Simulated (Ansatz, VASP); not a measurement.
## One calculation of Al2B2As, two programs

```xyz
5
Lattice="3.4857 0.0000 0.0000 0.0000 3.4857 0.0000 0.0000 0.0000 6.6592" Properties=species:S:1:pos:R:3 pbc="T T T"
Al    1.7429    1.7429    5.2304
Al    1.7429    1.7429    1.4288
B     0.0000    0.0000    3.3296
B     1.7429    1.7429    3.3296
As    0.0000    0.0000    0.0000
```

Alike in both runs: task relaxation of cell and atoms; functional PBE; k mesh 6 × 6 × 4; occupations gaussian, width 0.1 eV; no spin polarisation.

```csv
,VASP,Ansatz
version,VASP 6.6.1,Ansatz 0.2.0
potentials or method,"VASP PAW PBE potentials, release 64 (Al, B, As), cutoff 600 eV","scalar-relativistic, plane waves, PAW"
valence electrons in the cell,17,27
```

|  | VASP | Ansatz | Ansatz less VASP |
| --- | --- | --- | --- |
| gap on the k mesh at the Fermi level, each at its own relaxed structure (eV) | none | none | - |
| relaxed volume (Å³/atom) | 13.67 | 13.72 | +0.058 |
| relaxed cell length with the largest relative difference (Å) | 8.888 | 8.931 | +0.0433 |

A gap of «none» marks a metal or a gap that the smearing closes. VASP's potentials hold 17 valence electrons a cell and Ansatz's 27, so a difference there can come from the potentials and not from the codes.

Noted on VASP's run: the volume moved by over 15 % at a fixed basis, so the end points are rough.
